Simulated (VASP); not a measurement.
Write the native input for VASP 6.6.1 that does the following.

| Quantity | Value |
| --- | --- |
| Task | relaxation of the atoms |
| Functional | PBE |
| Potentials or basis | VASP PAW PBE potentials, release 64 (Ta_pv, H) |
| Cutoff | 520 eV |
| k mesh | 6 × 6 × 1 |
| Occupations | gaussian, width 0.1 eV |
| Spin | no spin polarisation |
| Dipole correction | yes |
| Atoms held fixed (from 0) | [0, 1, 2, 3, 4, 5] |
| Further INCAR settings | ALGO = Fast; EDIFF = 1e-06; IBRION = 2; EDIFFG = -0.025; NSW = 36 |
| Atoms held along some axes (from 0) | atom 6 along a and b |

The structure of Ta6H lies in POSCAR:

```
Ta6H
1.0
    4.6937283341      0.0000000000      0.0000000000
   -2.3468641670      4.0648879758      0.0000000000
    0.0000000000      0.0000000000     19.9881921123
Ta H
6 1
Selective dynamics
Direct
    0.6666666667      0.3333333333      0.2001181486  F F F
    0.3333333333      0.6666666667      0.2480516124  F F F
    0.0000000000      0.0000000000      0.2959850763  F F F
    0.6666666667      0.3333333333      0.3401842451  F F F
    0.3333333333      0.6666666667      0.3819724402  F F F
    0.0000000000      0.0000000000      0.4246603227  F F F
    0.2222222222      0.4444444444      0.4477361923  F F T
```

The input as run:

INCAR

```
ALGO = Fast
DIPOL = 0.5 0.5 0.334
EDIFF = 1E-6
EDIFFG = -0.025
ENCUT = 520
GGA = PE
IBRION = 2
IDIPOL = 3
ISIF = 2
ISMEAR = 0
LASPH = True
LCHARG = False
LDIPOL = True
LREAL = False
LWAVE = False
NELM = 80
NSW = 36
PREC = Accurate
SIGMA = 0.1
```

KPOINTS

```
k-points
0
Gamma
  6 6 1
```

Potentials or basis: VASP PAW PBE potentials, release 64 (Ta_pv, H).

Command:

```sh
$ cat potpaw_PBE.64/Ta_pv/POTCAR potpaw_PBE.64/H/POTCAR > POTCAR
$ mpirun -np 1 vasp_std > vasp.out
```

It gave:

```json
{
  "Energy gained by relaxing": "78.4 meV/atom",
  "Ionic steps": "5",
  "Band gap on the k mesh": "zero (an odd number of electrons rules out a gap without spin polarisation)"
}
```

Caveat: spin-orbit coupling is left out, which moves the levels of the heavy elements.

It took 27 min on 1 thread of Oxide Virtual Turin-like Processor, on a shared host, peak memory 0.55 GiB.
